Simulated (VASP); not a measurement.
Write the native input for VASP 6.6.1 that does the following.

| Item | Value |
| --- | --- |
| Task | single point |
| Functional | PBE |
| Potentials or basis | VASP PAW PBE potentials, release 64 (Al, N) |
| Cutoff | 520 eV |
| k mesh | 9 × 9 × 6 |
| Occupations | gaussian, width 0.05 eV |
| Spin | no spin polarisation |
| Dipole correction | no |
| Further INCAR settings | ALGO = Normal; EDIFF = 1e-07; NBANDS = 16 |

The structure of AlN lies in POSCAR:

```
AlN
1.0
    3.2581442357      0.0000000000      0.0000000000
   -1.6290721178      2.8216356773      0.0000000000
    0.0000000000      0.0000000000      4.1176574847
Al N
2 2
Direct
    0.3333333333      0.6666666667      0.7576365105
    0.6666666667      0.3333333333      0.2576365105
    0.3333333333      0.6666666667      0.2352898692
    0.6666666667      0.3333333333      0.7352898692
```

One way to write it, as run:

INCAR

```
PREC = Accurate
ENCUT = 520
EDIFF = 1E-7
ISMEAR = 0
SIGMA = 0.05
LREAL = False
LASPH = True
NELM = 60
ALGO = Normal
ISIF = 2
LWAVE = False
LCHARG = False
GGA = PE
NBANDS = 16
```

KPOINTS

```
regular mesh
0
Gamma
  9 9 6
```

Potentials or basis: VASP PAW PBE potentials, release 64 (Al, N).

Launch:

```bash
$ cat potpaw_PBE.64/Al/POTCAR potpaw_PBE.64/N/POTCAR > POTCAR
$ mpirun -np 1 vasp_std > vasp.out
```

Results of the run:

```
Pressure               : 12.2 GPa
Largest force          : 0.278 eV/Å
Band gap on the k mesh : 3.68 eV, direct
```

Wall time 8.7 s on 1 thread of Intel(R) Xeon(R) 6975P-C (Granite Rapids), on a shared host, peak memory 0.15 GiB.
